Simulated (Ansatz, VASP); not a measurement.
**One calculation of AlFe, two programs**

Contents of INCAR:

```
SYSTEM = AlFe
  PREC = Accurate
  ENCUT = 520
  EDIFF = 1E-7
  ISMEAR = -1
  SIGMA = 0.1
  LREAL = .FALSE.
  LASPH = .TRUE.
  NELM = 150
  ALGO = Normal
  ISIF = 2
  LWAVE = .FALSE.
  LCHARG = .FALSE.
  ISPIN = 2
  MAGMOM = 0 0 3 3
  LORBIT = 11
  LMAXMIX = 4
  GGA = PE
  NBANDS = 23
```

The input KPOINTS:

```
Automatic mesh
0
G
  10 10 10
  0 0 0
```

Contents of POSCAR:

```
AlFe
1.0
    2.9100000000      2.9100000000      0.0000000000
    2.9100000000      0.0000000000      2.9100000000
    2.9100000000      0.0000000000     -2.9100000000
Al Fe
2 2
Direct
    0.0000000000      0.0000000000      0.0000000000
    0.0000000000      0.5000000000      0.5000000000
    0.5000000000      0.2500000000      0.7500000000
    0.5000000000      0.7500000000      0.2500000000
```

Input for Ansatz:

```yaml
crystal:
  lattice:
    - [2.91, 2.91, 0.0]
    - [2.91, 0.0, 2.91]
    - [2.91, 0.0, -2.91]
  atoms:
    - { symbol: Al, position: [0.0, 0.0, 0.0] }
    - { symbol: Al, position: [0.0, 0.5, 0.5] }
    - { symbol: Fe, position: [0.5, 0.25, 0.75], spin: 3.0 }
    - { symbol: Fe, position: [0.5, 0.75, 0.25], spin: 3.0 }
magnetization:
  spin_polarized: true
kpoints:
  mp_grid: { grid: [10, 10, 10] }
scf:
  occupations: { method: fermi_dirac, width: 0.1 }
  lower_state_search: "off"
hamiltonian:
  xc: pbe
  pseudopotentials: { kind: all_electron, lapw: { basis_error: 0.001 } }
output:
  forces: true
  stress: true
  eigenvalues: true
  populations: true
```

Alike in both runs: task single point; functional PBE; k mesh 10 × 10 × 10; occupations fermi-dirac, width 0.1 eV; collinear spin.

```csv
,VASP,Ansatz
version,VASP 6.6.1,Ansatz 0.2.0
potentials or method,"VASP PAW PBE potentials, release 64 (Al, Fe), cutoff 520 eV","all-electron LAPW, scalar-relativistic"
```

```tsv
	VASP	Ansatz	Ansatz less VASP
pressure (GPa)	-5.7	-5.7	-0.01
net moment per atom (μB)	0.36	0.36	+0.002
size of the moment on the site where the two differ most (μB)	0.76	0.78	+0.015
```

Site moments also hang on the region over which each program counts them. Ansatz ran all-electron here, and VASP with PAW potentials.
